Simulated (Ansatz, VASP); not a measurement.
**P in VASP and in Ansatz**

```
P
1.0
     1.65670    0.95649    3.12968
    -1.65670    0.95649    3.12968
     0.00000   -1.91299    3.12968
P
2
Direct
  0.77292 0.77292 0.77292
  0.22708 0.22708 0.22708
```

Alike in both runs: functional PBEsol; k mesh 8 × 8 × 8; occupations fermi-dirac, width 0.05 eV; no spin polarisation.

|  | VASP | Ansatz |
| --- | --- | --- |
| version | VASP 6.6.1 | Ansatz 0.2.0 |
| potentials or method | VASP PAW PBE potentials, release 64 (P) | Ansatz PAW |
| plane-wave cutoff (eV) | 520 | 420 |
| valence electrons in the cell | 10 | 10 |
| task | single point | band structure |

|  | VASP | Ansatz | Ansatz less VASP |
| --- | --- | --- | --- |
| gap on the k mesh at the Fermi level (eV) | none | none | - |
| pressure (GPa) | 7.5 | 7.5 | -0.03 |
| traceless stress, the component that is largest in VASP (GPa) | -5.11 | -5.28 | -0.166 |
| rms of the force components (eV/Å) | 0.466 | 0.488 | +0.0225 |

VASP's potentials were made for PBE, not for PBEsol. Atom by atom the forces differ by 0.022 eV/Å (rms over components). A gap of «none» marks a metal or a gap that the smearing closes. The functional is the same, so the differences come from potentials, cutoffs and numerics.
